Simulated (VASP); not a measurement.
# Al3Ni2 (P-3m1) in VASP: a series of runs, part 3 of 3

VASP 6.6.1. The steps go on from the part before.

## 4. Single point, r2SCAN (strain -0.025 along x and y, +0.050 along z)

POSCAR reads:

```
Al3Ni2
1.0
    3.9065533283      0.0000000000      0.0000000000
   -1.9532766642      3.3831744235      0.0000000000
    0.0000000000      0.0000000000      5.1046033833
Al Ni
3 2
Direct
    0.0000000000      0.0000000000      0.0000000000
    0.3333333333      0.6666666667      0.6484376367
    0.6666666667      0.3333333333      0.3515623633
    0.3333333333      0.6666666667      0.1462123372
    0.6666666667      0.3333333333      0.8537876628
```

INCAR.step1 reads:

```
PREC = Accurate ; ENCUT = 520
ISMEAR = 0 ; SIGMA = 0.15
LREAL = False ; LASPH = True
NELM = 100 ; NBANDS = 22
GGA = PE ; ALGO = Normal
EDIFF = 1E-4 ; LWAVE = True
LCHARG = False
```

INCAR.step2 reads:

```
PREC = Accurate ; ENCUT = 520
EDIFF = 1E-7 ; ISMEAR = 0
SIGMA = 0.15 ; LREAL = False
LASPH = True ; NELM = 100
ALGO = Normal ; ISIF = 2
LWAVE = False ; LCHARG = False
METAGGA = R2SCAN ; LMIXTAU = True
NBANDS = 22 ; ISTART = 1
```

KPOINTS reads:

```
regular mesh
0
Gamma
  12 12 10
```

Potentials or basis: VASP PAW PBE potentials, release 64 (Al, Ni).

On the command line:

```sh
cat potpaw_PBE.64/Al/POTCAR potpaw_PBE.64/Ni/POTCAR > POTCAR
cp INCAR.step1 INCAR
mpirun -np 1 vasp_std > vasp.out
cp INCAR.step2 INCAR
mpirun -np 1 vasp_std > vasp.out
```

OUTCAR:

```text
PREC = Accurate
   ENCUT = 520
   EDIFF = 1E-7
   ISMEAR = 0
   LREAL = False
   LASPH = True
   NELM = 100
   ISIF = 2
   METAGGA = R2SCAN
   ISTART = 1

 ion  position               nearest neighbor table
   1  0.000  0.000  0.000-   4 2.38   5 2.38   4 2.38   5 2.38   5 2.38   4 2.38   2 2.88   3 2.88
                             2 2.88   3 2.88   2 2.88   3 2.88
   2  0.333  0.667  0.648-   5 2.49   5 2.49   5 2.49   4 2.54   4 2.56   3 2.72   3 2.72   3 2.72
                             1 2.88   1 2.88   1 2.88
   3  0.667  0.333  0.352-   4 2.49   4 2.49   4 2.49   5 2.54   5 2.56   2 2.72   2 2.72   2 2.72
                             1 2.88   1 2.88   1 2.88
   4  0.333  0.667  0.146-   1 2.38   1 2.38   1 2.38   3 2.49   3 2.49   3 2.49   2 2.54   2 2.56
                             5 2.70   5 2.70   5 2.70
   5  0.667  0.333  0.854-   1 2.38   1 2.38   1 2.38   2 2.49   2 2.49   2 2.49   3 2.54   3 2.56
                             4 2.70   4 2.70   4 2.70

  LATTYP: Found a hexagonal cell.
 ALAT       =     3.9065533283
 C/A-ratio  =     1.3066770000

  Lattice vectors:

 A1 = (   3.9065533283,   0.0000000000,   0.0000000000)
 A2 = (  -1.9532766642,   3.3831744235,   0.0000000000)
 A3 = (   0.0000000000,   0.0000000000,   5.1046033833)

Analysis of symmetry for initial positions (statically):
=====================================================================
 Subroutine PRICEL returns:
 Original cell was already a primitive cell.

 Routine SETGRP: Setting up the symmetry group for a
 hexagonal supercell.

 Subroutine GETGRP returns: Found 12 space group operations
 (whereof 12 operations were pure point group operations)
 out of a pool of 24 trial point group operations.

The static configuration has the point symmetry D_3d.

Analysis of symmetry for dynamics (positions and initial velocities):
=====================================================================
 Subroutine PRICEL returns:
 Original cell was already a primitive cell.

 Routine SETGRP: Setting up the symmetry group for a
 hexagonal supercell.

 Subroutine GETGRP returns: Found 12 space group operations
 (whereof 12 operations were pure point group operations)
 out of a pool of 24 trial point group operations.

The dynamic configuration has the point symmetry D_3d.

 Subroutine INISYM returns: Found 12 space group operations
 (whereof 12 operations are pure point group operations),
 and found     1 'primitive' translations

----------------------------------------------------------------------------------------

                                     Primitive cell

  volume of cell :      67.4653

  direct lattice vectors                    reciprocal lattice vectors
     3.906553328  0.000000000  0.000000000     0.255980123  0.147790193  0.000000000
    -1.953276664  3.383174423  0.000000000     0.000000000  0.295580385  0.000000000
     0.000000000  0.000000000  5.104603383     0.000000000  0.000000000  0.195901606

  length of vectors
     3.906553328  3.906553328  5.104603383     0.295580385  0.295580385  0.195901606

  position of ions in fractional coordinates (direct lattice)
     0.000000000  0.000000000  0.000000000
     0.333333333  0.666666667  0.648437637
     0.666666667  0.333333333  0.351562363
     0.333333333  0.666666667  0.146212337
     0.666666667  0.333333333  0.853787663

  ion indices of the primitive-cell ions
   primitive index   ion index
                 1           1
[... 28 lines left out ...]

 Found    162 irreducible k-points:

 Following reciprocal coordinates:
            Coordinates               Weight
  0.000000  0.000000  0.000000      1.000000
  0.083333  0.000000  0.000000      6.000000
  0.166667 -0.000000  0.000000      6.000000
  0.250000  0.000000  0.000000      6.000000
  0.333333 -0.000000  0.000000      6.000000
  0.416667 -0.000000  0.000000      6.000000
[... 16 lines left out ...]
  0.166667 -0.000000  0.100000      6.000000
  0.000000  0.166667  0.100000      6.000000
 [... further k-points ...]
   k-points           NKPTS =    162   k-points in BZ     NKDIM =    162   number of bands    NBANDS=     22
   number of dos      NEDOS =    301   number of ions     NIONS =      5
   total plane-waves  NPLWV =  36000
   dimension x,y,z NGX =    30 NGY =   30 NGZ =   40
   dimension x,y,z NGXF=    60 NGYF=   60 NGZF=   80
   ions per type =               3   2
   NGX,Y,Z   is equivalent  to a cutoff of  12.77, 12.77, 13.03 a.u.
   NGXF,Y,Z  is equivalent  to a cutoff of  25.53, 25.53, 26.05 a.u.
 SYSTEM =  unknown system
   PREC   = accura    normal or accurate (medium, high low for compatibility)
   ISTART =      1    job   : 0-new  1-cont  2-samecut
   ICHARG =      0    charge: 1-file 2-atom 10-const
   ISPIN  =      1    spin polarized calculation?
   LNONCOLLINEAR =      F non collinear calculations
   LSORBIT =      F    spin-orbit coupling
   LASPH  =      T    aspherical Exc in radial PAW
   ENCUT  =  520.0 eV  38.22 Ry    6.18 a.u.   7.26  7.26  9.49*2*pi/ulx,y,z
   NELM   =    100;   NELMIN=  2; NELMDL=  0     # of ELM steps
   EDIFF  = 0.1E-06   stopping-criterion for ELM
   LREAL  =      F    real-space projection
   EDIFFG = 0.1E-05   stopping-criterion for IOM
   NSW    =      0    number of steps for IOM
   IBRION =     -1    ionic relax: 0-MD 1-quasi-New 2-CG
   NFREE  =      0    steps in history (QN), initial steepest desc. (CG)
   ISIF   =      2    stress and relaxation
   ISYM   =      2    0-nonsym 1-usesym 2-fastsym
   POTIM  = 0.5000    time-step for ionic-motion
   TEBEG  =    0.0;   TEEND  =   0.0 temperature during run
   PSTRESS=    0.0 pullay stress
   NELECT =      29.0000    total number of electrons
   NUPDOWN=      -1.0000    fix difference up-down
   EMIN   =  10.00;   EMAX   =-10.00  energy-range for DOS
   EFERMI =   0.00;   METHOD = LEGACY
   ISMEAR =     0;   SIGMA  =   0.15  broadening in eV -4-tet -1-fermi 0-gaus
   EFERMI_NEDOS =   21; number of points for ismear=-14 and -15
   IALGO  =     38    algorithm
   IMIX   =      4    mixing-type and parameters
     AMIX     =   0.40;   BMIX     =  1.00
     AMIX_MAG =   1.60;   BMIX_MAG =  1.00
  volume/ion in A,a.u.               =      13.49        91.06
  Fermi-wavevector in a.u.,A,eV,Ry     =   1.235513  2.334782 20.769202  1.526493
  Thomas-Fermi vector in A             =   2.370160
   LORBIT       =      0    0 simple, 1 ext, 2 COOP (PROOUT), +10 PAW based schemes
   METAGGA = R2SCAN    functional components
   LHFCALC =     F    Hartree Fock is set to
   AEXX    =    0.0000 exact exchange contribution
   IVDW    =     0    specifies the selected vdW correction
   LEPSILON=     F    determine dielectric tensor
   LRPA    =     F    only Hartree local field effects (RPA)
 non-spin polarized calculation
 Gauss-broadening in eV      SIGMA  =   0.15
  energy-cutoff  :      520.00
  volume of cell :       67.47
 maximum number of plane-waves:      1843
 NGX is ok and might be reduce to    30
   NGX = 15   NGY = 15   NGZ = 19

 number of electron      29.0000009 magnetization

 Free energy of the ion-electron system (eV)
  ---------------------------------------------------
  ext. energy  EPLUGINS =         0.00000000
  ---------------------------------------------------
  free energy    TOTEN  =       -47.19188728 eV

  energy without entropy =      -47.17820735  energy(sigma->0) =      -47.18504731

 E-fermi :   8.5453     XC(G=0): -12.0639

 val. band max:        8.5394166136   @ k =   0.1667   0.1667   0.4000
 cond. band min:       8.5482458328   @ k =   0.2500   0.0833   0.3000
 fundamental gap:      0.0088292191
 Fermi energy:         8.5453319317

 k-point     1 :       0.0000    0.0000    0.0000
  band No.  band energies     occupation
      1      -2.6262      2.00000
      2       2.6432      2.00000
      3       3.0150      2.00000
      4       4.7448      2.00000
      5       4.7448      2.00000
      6       5.4006      2.00000
[... 589 lines left out ...]
     21      15.2704      0.00000
     22      15.8381      0.00000

 [... further k-points ...]
[... 5 lines left out ...]
  --------------------------------------------------------------------------------------
  -------------------------------------------------------------------------------------
  Total        2.2795041      2.2795041     -4.1628222     -0.0000000     -0.0000000     -0.0000000
  in kB       54.1340863     54.1340863    -98.8594746     -0.0000000     -0.0000000     -0.0000000
  external PRESSURE =       3.1362327 kB  Pullay stress =       0.0000000 kB

 VOLUME and BASIS-vectors are now :
 -----------------------------------------------------------------------------
  energy-cutoff  :      520.00
  volume of cell :       67.47
      direct lattice vectors                 reciprocal lattice vectors
     3.906553328  0.000000000  0.000000000     0.255980123  0.147790193  0.000000000
    -1.953276664  3.383174423  0.000000000     0.000000000  0.295580385  0.000000000
     0.000000000  0.000000000  5.104603383     0.000000000  0.000000000  0.195901606

 POSITION                                       TOTAL-FORCE (eV/Angst)
 -----------------------------------------------------------------------------------
      0.00000      0.00000      0.00000         0.000000      0.000000     -0.000000
     -0.00000      2.25545      3.31002         0.000000     -0.000000      0.114458
      1.95328      1.12772      1.79459        -0.000000      0.000000     -0.114458
     -0.00000      2.25545      0.74636        -0.000000      0.000000      0.147239
      1.95328      1.12772      4.35825         0.000000      0.000000     -0.147239
 -----------------------------------------------------------------------------------
    total drift:                               -0.000000      0.000000      0.000000

  FREE ENERGIE OF THE ION-ELECTRON SYSTEM (eV)
  ---------------------------------------------------
  free  energy   TOTEN  =       -47.1918872777 eV

  energy  without entropy=      -47.1782073458  energy(sigma->0) =      -47.18504731
```

Run time: 37 min. Hardware: 1 thread of Oxide Virtual Turin-like, shared host; peak memory 0.31 GiB.

Results:

- Free energy: -47.1919 eV
- Pressure: 0.3 GPa
- Largest force: 0.147 eV/Å
- Band gap on the k mesh: zero (an odd number of electrons rules out a gap without spin polarisation)

Forces in eV/Å, atoms in the order of the input:
```
Al   0.000  0.000  0.000
Al   0.000  0.000  0.114
Al   0.000  0.000 -0.114
Ni   0.000  0.000  0.147
Ni   0.000  0.000 -0.147
```

Stress tensor (GPa, compression positive):
```
 5.41  0.00  0.00
 0.00  5.41  0.00
 0.00  0.00 -9.89
```

Levels at points of the mesh, in eV from the Fermi level:
```
           k point  band 11  band 12  band 13  band 14  band 15  band 16  band 17  band 18  band 19  band 20
(0.00, 0.00, 0.00)    -1.71    -1.71    -1.39     1.71     1.71     3.71     3.71     5.58     5.73     7.27
(0.50, 0.00, 0.00)    -2.02    -1.83    -1.75    -1.67    -1.60     1.18     1.83     2.78     4.71     5.28
(0.00, 0.00, 0.50)    -1.81    -1.81     2.55     3.09     3.09     3.27     3.27     3.68     4.89     4.89
(0.50, 0.00, 0.50)    -2.08    -2.00    -1.86    -1.19    -0.31     1.63     2.63     3.84     5.76     6.64
```

Caveat: the cell differs from its parent crystal (strain -0.025 along x and y, +0.050 along z); the stress differs along the axes, from -10 to 5 GPa; the PAW data sets were made with another functional, which shifts forces and pressure a little. Spin polarisation is off, so any magnetic state and its effect on volume and gap are missing.

## 5. Summary

```csv
cell,gap on the mesh (eV),pressure (GPa),largest force (eV/Å)
"a = 4.007, b = 4.007, c = 4.618 Å, angles 90.0, 90.0, 120.0°, 5 atoms",none,8.9,0.16
"a = 3.907, b = 3.907, c = 4.862 Å, angles 90.0, 90.0, 120.0°, 5 atoms",none,7.9,0.14
"a = 3.907, b = 3.907, c = 5.105 Å, angles 90.0, 90.0, 120.0°, 5 atoms",none,0.3,0.15
```

Alike in all rows: task single point; level r2SCAN; potentials or basis VASP PAW PBE potentials, release 64 (Al, Ni); no spin polarisation; k mesh 12 × 12 × 10; cutoff (eV) 520; smearing gaussian 0.15 eV.

Caveats: the PAW data sets were made with another functional, which shifts forces and pressure a little; the stress differs along the axes, from 4 to 20 GPa (at least some runs); the stress differs along the axes, from 4 to 10 GPa (at least some runs); the stress differs along the axes, from -10 to 5 GPa (at least some runs).

Absolute energies hang on the potentials; compare differences alone.

The gap in the log of VASP goes by the Fermi energy; the results here count the filled bands.